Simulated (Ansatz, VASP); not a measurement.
SnO in VASP and in Ansatz

```
Sn O
1.0
     3.01950    0.00000    0.00000
     0.00000    5.67410    0.00000
     0.00000    0.00000    4.22197
Sn O
2 2
Direct
  0.00000 0.23191 0.51314
  0.50000 0.76809 0.01314
  0.00000 0.89125 0.73686
  0.50000 0.10875 0.23686
```

Change from the starting cell: strain -0.1000 x Voigt [1, 0, 0, 0, 0, 0], atoms carried along.

Alike in both runs: task single point; functional LDA; k mesh 8 × 6 × 6; occupations gaussian, width 0.05 eV; no spin polarisation.

|  | VASP | Ansatz |
| --- | --- | --- |
| version | VASP 6.6.1 | Ansatz 0.2.0 |
| potentials or method | VASP PAW LDA potentials, release 64 (Sn_d, O), cutoff 520 eV | scalar-relativistic, plane waves, PAW |
| valence electrons in the cell | 40 | 40 |

```tsv
	VASP	Ansatz	Ansatz less VASP
gap on the k mesh at the Fermi level (eV)	1.47	1.50	+0.027
least direct gap on the mesh (eV)	1.84	1.87	+0.035
pressure (GPa)	6.4	6.0	-0.43
traceless stress, the component that is largest in VASP (GPa)	9.21	9.10	-0.106
rms of the force components (eV/Å)	0.605	0.554	-0.0516
```

LDA's correlation is that of Perdew and Zunger in VASP and of Perdew and Wang (1992) in Ansatz. Atom by atom the forces differ by 0.059 eV/Å (rms over components).
